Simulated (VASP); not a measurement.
Write the native input for VASP 6.6.1 that does the following.

```yaml
Task: relaxation of cell and atoms
Functional: PBE
Potentials_or_basis: VASP PAW PBE potentials, release 64 (Ga_d, Sn_d)
Cutoff: 600 eV
k_mesh: 6 × 6 × 6
Occupations: gaussian, width 0.1 eV
Spin: no spin polarisation
Dipole_correction: no
Further_INCAR_settings: ALGO = Fast; EDIFF = 1e-06; IBRION = 2; EDIFFG = -0.04; NSW = 90; ISIF = 3
```

The structure of GaSn lies in POSCAR:

```
GaSn
1.0
    0.0000000000      2.7293289900      2.7293289900
    2.7293289900      0.0000000000      2.7293289900
    2.7293289900      2.7293289900      0.0000000000
Ga Sn
1 1
Direct
    0.5000000000      0.5000000000      0.5000000000
    0.0000000000      0.0000000000      0.0000000000
```

The cell was generated, and may not be a known phase.

The input as run:

INCAR

```
  PREC = Accurate
  ENCUT = 600
  EDIFF = 1E-6
  ISMEAR = 0
  SIGMA = 0.1
  LREAL = F
  LASPH = T
  NELM = 100
  ALGO = Fast
  ISIF = 3
  LWAVE = F
  LCHARG = F
  GGA = PE
  IBRION = 2
  NSW = 90
  EDIFFG = -0.04
```

KPOINTS

```
Automatic mesh
0
Gamma
  6 6 6
```

Potentials or basis: VASP PAW PBE potentials, release 64 (Ga_d, Sn_d).

Run with:

```console
$ cat potpaw_PBE.64/Ga_d/POTCAR potpaw_PBE.64/Sn_d/POTCAR > POTCAR
$ mpirun -np 1 vasp_std > vasp.out
```

It gave:

```json
{
  "Relaxed volume": "24.45 Å³/atom",
  "Relaxed cell": "a = 4.105 Å, b = 4.105 Å, c = 4.105 Å, α = 60.00°, β = 60.00°, γ = 60.00°",
  "Space group after relaxing (to 0.1 Å)": "Fm-3m (No. 225)",
  "Energy gained by relaxing": "157.9 meV/atom",
  "Ionic steps": "3",
  "Pressure after relaxing": "0.1 GPa",
  "Band gap on the k mesh": "zero (an odd number of electrons rules out a gap without spin polarisation)"
}
```

Caveat: the volume moved by over 15 % at a fixed basis, so the end points are rough; spin-orbit coupling is left out, which moves the levels of the heavy elements.

Wall time 29 s on 1 thread of Intel(R) Xeon(R) Platinum 8488C (Sapphire Rapids), with other jobs on the host, peak memory 0.19 GiB.
